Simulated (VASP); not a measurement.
# SiGe4 in VASP: notebook

Runs on SiGe4. Level: PBE. Tasks: relaxation of the atoms.

Everything below comes from runs of VASP 6.6.1. Logs are shortened: lines on timing, memory, paths and dates and some standing lists are left out, and cuts for length are marked.

### 1 The cell of the first run

The cell holds a slab with vacuum, 5 atoms: a = 4.074 Å, b = 4.074 Å, c = 19.856 Å, α = 90.00°, β = 90.00°, γ = 90.00°.

### 2 Relaxation of the atoms, PBE

File INCAR:

```
SYSTEM = SiGe4
ALGO = Fast
DIPOL = 0.5 0.5 0.345
EDIFF = 1E-7
EDIFFG = -0.025
ENCUT = 520
GGA = PE
IBRION = 2
IDIPOL = 3
ISIF = 2
ISMEAR = 0
LASPH = .TRUE.
LCHARG = .FALSE.
LDIPOL = .TRUE.
LREAL = .FALSE.
LWAVE = .FALSE.
NELM = 100
NSW = 36
PREC = Accurate
SIGMA = 0.1
```

File KPOINTS:

```
k-points
0
G
  7 7 1
  0 0 0
```

File POSCAR:

```
SiGe4
1.0
    4.0740542205      0.0000000000      0.0000000000
    0.0000000000      4.0740542205      0.0000000000
    0.0000000000      0.0000000000     19.8557568590
Ge Si
4 1
Selective dynamics
Direct
    0.0000000000      0.5000000000      0.2014529100  F F F
    0.0000000000      0.0000000000      0.2739958855  F F F
    0.5000000000      0.0000000000      0.3493666156  F F F
    0.5000000000      0.5000000000      0.4208228837  F F F
    1.0000000000      0.5000000000      0.4779320215  F F T
```

Potentials or basis: VASP PAW PBE potentials, release 64 (Ge_d, Si).

On the command line:

```sh
$ cat potpaw_PBE.64/Ge_d/POTCAR potpaw_PBE.64/Si/POTCAR > POTCAR
$ mpirun -np 1 vasp_std > vasp.out
```

OUTCAR:

```text
SYSTEM = SiGe4
   EDIFF = 1E-7
   EDIFFG = -0.025
   ENCUT = 520
   GGA = PE
   IBRION = 2
   ISIF = 2
   ISMEAR = 0
   LASPH = .TRUE.
   LREAL = .FALSE.
   NELM = 100
   NSW = 36
   PREC = Accurate

 ion  position               nearest neighbor table
   1  0.000  0.500  0.201-   2 2.49   2 2.49
   2  0.000  0.000  0.274-   1 2.49   1 2.49   3 2.53   3 2.53
   3  0.500  0.000  0.349-   4 2.48   4 2.48   2 2.53   2 2.53
   4  0.500  0.500  0.421-   5 2.33   5 2.33   3 2.48   3 2.48
   5  0.000  0.500  0.478-   4 2.33   4 2.33

  LATTYP: Found a simple tetragonal cell.
 ALAT       =     4.0740542205
 C/A-ratio  =     4.8737095248

  Lattice vectors:

 A1 = (   4.0740542205,   0.0000000000,   0.0000000000)
 A2 = (   0.0000000000,   4.0740542205,   0.0000000000)
 A3 = (   0.0000000000,   0.0000000000,  19.8557568590)

Analysis of symmetry for initial positions (statically):
=====================================================================
 Subroutine PRICEL returns:
 Original cell was already a primitive cell.

 Routine SETGRP: Setting up the symmetry group for a
 simple tetragonal supercell.

 Subroutine GETGRP returns: Found  4 space group operations
 (whereof  4 operations were pure point group operations)
 out of a pool of 16 trial point group operations.

The static configuration has the point symmetry C_2v.

Analysis of symmetry for dynamics (positions and initial velocities):
=====================================================================
 Subroutine PRICEL returns:
 Original cell was already a primitive cell.

 Routine SETGRP: Setting up the symmetry group for a
 simple tetragonal supercell.

 Subroutine GETGRP returns: Found  4 space group operations
 (whereof  4 operations were pure point group operations)
 out of a pool of 16 trial point group operations.

The dynamic configuration has the point symmetry C_2v.

Analysis of constrained symmetry for selective dynamics:
=====================================================================
 Subroutine PRICEL returns:
 Original cell was already a primitive cell.
[... 127 lines left out ...]
  Fermi-wavevector in a.u.,A,eV,Ry     =   0.927852  1.753385 11.713375  0.860909
  Thomas-Fermi vector in A             =   2.053966
   LORBIT       =      0    0 simple, 1 ext, 2 COOP (PROOUT), +10 PAW based schemes
   GGA     = PE    functional components
   LHFCALC =     F    Hartree Fock is set to
   AEXX    =    0.0000 exact exchange contribution
   IVDW    =     0    specifies the selected vdW correction
   LEPSILON=     F    determine dielectric tensor
   LRPA    =     F    only Hartree local field effects (RPA)
 conjugate gradient relaxation of ions
 non-spin polarized calculation
 RMM-DIIS sequential band-by-band and
 Gauss-broadening in eV      SIGMA  =   0.10
  energy-cutoff  :      520.00
  volume of cell :      329.56
 maximum number of plane-waves:      8917
   NGX = 15   NGY = 15   NGZ = 73

--------------------------------------- Ionic step        1  -------------------------------------------

 number of electron      59.9999944 magnetization

 Free energy of the ion-electron system (eV)
  ---------------------------------------------------
  ext. energy  EPLUGINS =         0.00000000
  ---------------------------------------------------
  free energy    TOTEN  =       -19.96235912 eV

  energy without entropy =      -19.93910232  energy(sigma->0) =      -19.95073072

------------------------ aborting loop because EDIFF is reached ----------------------------------------

  FORCE on cell =-STRESS in cart. coord.  units (eV):
  Direction    XX          YY          ZZ          XY          YZ          ZX
  --------------------------------------------------------------------------------------
  -------------------------------------------------------------------------------------
  Total       -0.8444998     -0.0131603      1.4639537      0.0000000      0.0000000      0.0000000
  in kB       -4.1055381     -0.0639790      7.1170149      0.0000000      0.0000000      0.0000000
  external PRESSURE =       0.9824992 kB  Pullay stress =       0.0000000 kB
[... 59 lines left out ...]
  FREE ENERGIE OF THE ION-ELECTRON SYSTEM (eV)
  ---------------------------------------------------
  free  energy   TOTEN  =       -20.0022778979 eV

  energy  without entropy=      -19.9778287037  energy(sigma->0) =      -19.99005330

 dipolmoment           0.000000      0.000000     -0.002893 electrons x Angstroem

--------------------------------------- Ionic step        3  -------------------------------------------

 number of electron      59.9999945 magnetization

------------------------ aborting loop because EDIFF is reached ----------------------------------------
[... 34 lines left out ...]
--------------------------------------- Ionic step        4  -------------------------------------------

 number of electron      59.9999945 magnetization

 dipolmoment           0.000000      0.000000      0.011189 electrons x Angstroem

 Free energy of the ion-electron system (eV)
  ---------------------------------------------------
  ext. energy  EPLUGINS =         0.00000000
  ---------------------------------------------------
  free energy    TOTEN  =       -20.05037801 eV

  energy without entropy =      -20.02185963  energy(sigma->0) =      -20.03611882

 E-fermi :  -1.6769     XC(G=0):  -4.3069

 val. band max:       -1.6890306608   @ k =   0.2857   0.1429   0.0000
 cond. band min:      -1.6643263592   @ k =   0.4286   0.1429   0.0000
 fundamental gap:      0.0247043016
 Fermi energy:        -1.6769494427

 k-point     1 :       0.0000    0.0000    0.0000
  band No.  band energies     occupation
      1     -26.1097      2.00000
      2     -26.0618      2.00000
      3     -26.0527      2.00000
      4     -26.0388      2.00000
      5     -26.0036      2.00000
      6     -25.8911      2.00000
[... 613 lines left out ...]
     35       1.6208      0.00000
     36       2.5318      0.00000

------------------------ aborting loop because EDIFF is reached ----------------------------------------

 vacuum level on the upper side and lower side of the slab       (xc-potential included)        -0.087        -0.192

  FORCE on cell =-STRESS in cart. coord.  units (eV):
  Direction    XX          YY          ZZ          XY          YZ          ZX
  --------------------------------------------------------------------------------------
  -------------------------------------------------------------------------------------
  Total       -2.2019359     -0.4511692     -0.0401770      0.0000000      0.0000000      0.0000000
  in kB      -10.7047171     -2.1933604     -0.1953204      0.0000000      0.0000000      0.0000000
  external PRESSURE =      -4.3644660 kB  Pullay stress =       0.0000000 kB
[... 20 lines left out ...]
  FREE ENERGIE OF THE ION-ELECTRON SYSTEM (eV)
  ---------------------------------------------------
  free  energy   TOTEN  =       -20.0503780107 eV

  energy  without entropy=      -20.0218596258  energy(sigma->0) =      -20.03611882

 reached required accuracy - stopping structural energy minimisation

 vacuum level on the upper side and lower side of the slab         3.189         3.078
```

OSZICAR:

```text
N       E                     dE             d eps       ncg     rms          rms(c)
DAV:   1     0.497680086118E+03    0.49768E+03   -0.31242E+04  1372   0.257E+03
DAV:   2     0.523921343149E+02   -0.44529E+03   -0.43767E+03  1384   0.606E+02
DAV:   3    -0.165428392386E+02   -0.68935E+02   -0.68362E+02  1600   0.186E+02
DAV:   4    -0.201175516872E+02   -0.35747E+01   -0.35532E+01  1276   0.502E+01
[... 52 lines left out ...]
RMM:   3    -0.200503851637E+02    0.19779E-04   -0.14238E-04  1458   0.439E-02    0.165E-02
RMM:   4    -0.200503786536E+02    0.65101E-05   -0.19452E-05  1295   0.189E-02    0.133E-02
RMM:   5    -0.200503779743E+02    0.67930E-06   -0.32101E-06  1136   0.941E-03    0.601E-03
RMM:   6    -0.200503779185E+02    0.55841E-07   -0.14831E-06  1089   0.579E-03    0.125E-03
RMM:   7    -0.200503780107E+02   -0.92250E-07   -0.28022E-07   940   0.335E-03
   4 F= -.20050378E+02 E0= -.20036119E+02  d E =-.880189E-01
```

CONTCAR:

```text
SiGe4
   1.00000000000000
     4.0740542204999999    0.0000000000000000    0.0000000000000000
     0.0000000000000000    4.0740542204999999    0.0000000000000000
     0.0000000000000000    0.0000000000000000   19.8557568589999995
  Ge              Si
     4     1
Selective dynamics
Direct
     0.0000000000000000    0.5000000000000000    0.2014529100000004   F   F   F
     0.0000000000000000    0.0000000000000000    0.2739958854999998   F   F   F
     0.5000000000000000    0.0000000000000000    0.3493666155999975   F   F   F
     0.5000000000000000    0.5000000000000000    0.4208228836999979   F   F   F
     0.0000000000000000    0.5000000000000000    0.4871807772389002   F   F   T

  0.00000000E+00  0.00000000E+00  0.00000000E+00
  0.00000000E+00  0.00000000E+00  0.00000000E+00
  0.00000000E+00  0.00000000E+00  0.00000000E+00
  0.00000000E+00  0.00000000E+00  0.00000000E+00
  0.00000000E+00  0.00000000E+00  0.00000000E+00
```

It took 18 min on 1 thread of Oxide Virtual Turin-like, shared host; peak memory 0.42 GiB.

What came out:

```yaml
Free_energy: -20.0504 eV
Energy_gained_by_relaxing: 17.6 meV/atom
Ionic_steps: 4
Band_gap_on_the_k_mesh: zero (bands 30 and 31 overlap by 0.97 eV)
```

The path:
```tsv
step	energy change (eV)	largest force on free atoms (eV/Å)	pressure (GPa)
1	0.0000	0.9783	0.10
2	-0.0399	0.7143	-0.05
3	-0.0878	0.0456	-0.41
4	-0.0880	0.0024	-0.44
```

Final structure:
```
Ge Si
1.0
     4.07405    0.00000    0.00000
     0.00000    4.07405    0.00000
     0.00000    0.00000   19.85576
Ge Si
4 1
Cartesian
  0.0000 2.0370 4.0000
  0.0000 0.0000 5.4404
  2.0370 0.0000 6.9369
  2.0370 2.0370 8.3558
  0.0000 2.0370 9.6733
```

### 3 Relaxation of the atoms, PBE

File INCAR:

```
ALGO = Fast
DIPOL = 0.5 0.5 0.357
EDIFF = 1E-7
EDIFFG = -0.025
ENCUT = 520
GGA = PE
IBRION = 2
IDIPOL = 3
ISIF = 2
ISMEAR = 0
LASPH = T
LCHARG = F
LDIPOL = T
LREAL = F
LWAVE = F
NELM = 80
NSW = 36
PREC = Accurate
SIGMA = 0.1
```

File KPOINTS:

```
k-points
0
Gamma
  7 7 1
```

Edit POSCAR of step 2 so:

```diff
@@ -13,2 +13,2 @@
     0.5000000000      0.5000000000      0.4208228837  F F F
-    1.0000000000      0.5000000000      0.4779320215  F F T
+    0.5000000000      0.5000000000      0.5376655715  F F T
```

Potentials or basis: VASP PAW PBE potentials, release 64 (Ge_d, Si).

On the command line:

```sh
$ cat potpaw_PBE.64/Ge_d/POTCAR potpaw_PBE.64/Si/POTCAR > POTCAR
$ mpirun -np 1 vasp_std > vasp.out
```

It took 11 min on 1 thread of Oxide Virtual Turin-like, shared host; peak memory 0.41 GiB.

Results (log left out):

```
Free energy               : -19.1701 eV
Energy gained by relaxing : 0.3 meV/atom
Ionic steps               : 3
Band gap on the k mesh    : zero (bands 30 and 31 overlap by 1.10 eV)
```

Step by step:
```tsv
step	energy change (eV)	largest force on free atoms (eV/Å)	pressure (GPa)
1	0.0000	0.1671	-0.74
2	-0.0010	0.0917	-0.77
3	-0.0015	0.0033	-0.81
```

Final structure:
```yaml
crystal:
  lattice:
    - [4.07405, 0.00000, 0.00000]
    - [0.00000, 4.07405, 0.00000]
    - [0.00000, 0.00000, 19.85576]
  atoms:
    - { symbol: Ge, position: [0.00000, 0.50000, 0.20145] }
    - { symbol: Ge, position: [0.00000, 0.00000, 0.27400] }
    - { symbol: Ge, position: [0.50000, 0.00000, 0.34937] }
    - { symbol: Ge, position: [0.50000, 0.50000, 0.42082] }
    - { symbol: Si, position: [0.50000, 0.50000, 0.53857] }
```

Levels at points of the mesh, in eV from the Fermi level:
| k point | band 28 | band 29 | band 30 | band 31 | band 32 | band 33 |
| --- | --- | --- | --- | --- | --- | --- |
| (0.00, 0.00, 0.00) | -0.45 | -0.27 | 0.73 | 1.72 | 1.84 | 1.85 |
